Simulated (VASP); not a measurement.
Runs of VASP 6.6.1 on Re. The structure is that of space group R-3m (No. 166), or close to it. The cells are those of the table. 

```csv
task,cell,gap on the mesh (eV),pressure (GPa),largest force (eV/Å)
single point,"a = 6.952 Å, angles 23.0°, 3 atoms",none,-0.6,0.05
electric field gradients,"a = 6.883 Å, angles 23.0°, 3 atoms",none,(a),0.06
electric field gradients,"a = 7.022 Å, angles 23.2°, 3 atoms",none,-16.6,-
electric field gradients,"a = 6.864 Å, angles 23.2°, 3 atoms",none,7.1,0.03
electric field gradients,"a = 6.894 Å, angles 23.6°, 3 atoms",none,-10.7,0.04
electric field gradients,"a = 6.932 Å, angles 23.2°, 3 atoms",none,(b),0.01
electric field gradients,"a = 6.794 Å, angles 23.2°, 3 atoms",none,20.4,0.04
electric field gradients,"a = 6.952 Å, angles 23.0°, 3 atoms",none,-0.6,0.05
```

Alike in all rows: level PBE; potentials or basis VASP PAW PBE potentials, release 64 (Re); no spin polarisation; k mesh 15 × 15 × 15; cutoff (eV) 520; smearing fermi-dirac 0.05 eV.

Question: Fill in the values left out.

Answer: (a) 11.3; (b) -4.2.

Caveats: spin-orbit coupling is left out, which moves the levels of the heavy elements; the stress differs along the axes, from -4 to 1 GPa (at least some runs); the cell stands under tension (at least some runs); the cell stands under pressure (at least some runs); the stress differs along the axes, from 8 to 13 GPa (at least some runs); the stress differs along the axes, from -13 to -6 GPa (at least some runs).

A k mesh can miss the band edges, and the runs leave out spin-orbit coupling on Re.

A gap of «none» marks levels without a gap at the run's occupations.
